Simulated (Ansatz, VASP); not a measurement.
**TePb: VASP beside Ansatz**

POSCAR

```
TePb
1.0
    0.0000000000      3.2310000000      3.2310000000
    3.2310000000      0.0000000000      3.2310000000
    3.2310000000      3.2310000000      0.0000000000
Pb Te
1 1
Direct
    0.0000000000      0.0000000000      0.0000000000
    0.5000000000      0.5000000000      0.5000000000
```

File INCAR.step1:

```
SYSTEM = TePb
  PREC = Accurate
  ENCUT = 520
  EDIFF = 1E-5
  ISMEAR = -1
  SIGMA = 0.05
  LREAL = .False.
  LASPH = .True.
  NELM = 60
  ALGO = Normal
  ISIF = 2
  LWAVE = .True.
  NBANDS = 17
  GGA = PE
```

File INCAR.step2:

```
SYSTEM = TePb
  PREC = Accurate
  ENCUT = 520
  EDIFF = 1E-7
  ISMEAR = -1
  SIGMA = 0.05
  LREAL = .False.
  LASPH = .True.
  NELM = 60
  ALGO = Normal
  ISIF = 2
  LWAVE = .False.
  LCHARG = .True.
  GGA = PS
  LHFCALC = .True.
  AEXX = 0.25
  HFSCREEN = 0.207
  PRECFOCK = Normal
  LELF = .True.
  LVHAR = .True.
  NBANDS = 17
  ISTART = 1
```

The input KPOINTS:

```
regular mesh
0
Gamma
  4 4 4
  0 0 0
```

input.yaml

```yaml
crystal:
  lattice:
    - [0.0, 3.231, 3.231]
    - [3.231, 0.0, 3.231]
    - [3.231, 3.231, 0.0]
  atoms:
    - { symbol: Pb, position: [0.0, 0.0, 0.0] }
    - { symbol: Te, position: [0.5, 0.5, 0.5] }
hamiltonian:
  xc:
    exchange: hjs_pbesol
    correlation: pbesol
    exx: { coeff: 0.25, omega: 0.207 }
  pseudopotentials: { kind: paw }
kpoints:
  mp_grid: { grid: [4, 4, 4] }
  band_path:
    path:
      - [[0.0, 0.0, 0.0], [0.5, 0.0, 0.5], [0.5, 0.25, 0.75], [0.375, 0.375, 0.75], [0.0, 0.0, 0.0], [0.5, 0.5, 0.5], [0.625, 0.25, 0.625], [0.5, 0.25, 0.75], [0.5, 0.5, 0.5], [0.375, 0.375, 0.75]]
      - [[0.625, 0.25, 0.625], [0.5, 0.0, 0.5]]
    npoints: 4
scf:
  occupations: { method: fermi_dirac, width: 0.05 }
  n_extra_bands: 6
output:
  forces: true
  stress: true
  eigenvalues: true
  fatbands: false
```

Alike in both runs: functional PBEsol-based screened hybrid with a share of 0.25 of exact exchange and HFSCREEN = 0.207; k mesh 4 × 4 × 4; occupations fermi-dirac, width 0.05 eV; no spin polarisation.

|  | VASP | Ansatz |
| --- | --- | --- |
| version | VASP 6.6.1 | Ansatz 0.2.0 |
| potentials or method | VASP PAW PBE potentials, release 64 (Pb_d, Te) | Ansatz PAW |
| plane-wave cutoff (eV) | 520 | 420 |
| valence electrons in the cell | 20 | 30 |
| task | single point | band structure |

Ansatz gave:

| Quantity | Value |
| --- | --- |
| gap on the k mesh at the Fermi level (eV) | 1.06 |
| least direct gap on the mesh (eV) | 1.06 |
| pressure (GPa) | -0.5 |

Task: Estimate VASP's values.

Result: gap on the k mesh at the Fermi level (eV): 1.02; least direct gap on the mesh (eV): 1.02; pressure (GPa): -0.7.

VASP's potentials were made for PBE, not for PBEsol-based screened hybrid. The functional is the same, so the differences come from potentials, cutoffs and numerics. VASP's potentials hold 20 valence electrons a cell and Ansatz's 30, so a difference there can come from the potentials and not from the codes.

The k mesh is coarse, so the values compare programs but aren't converged. Neither program's run includes spin-orbit coupling.
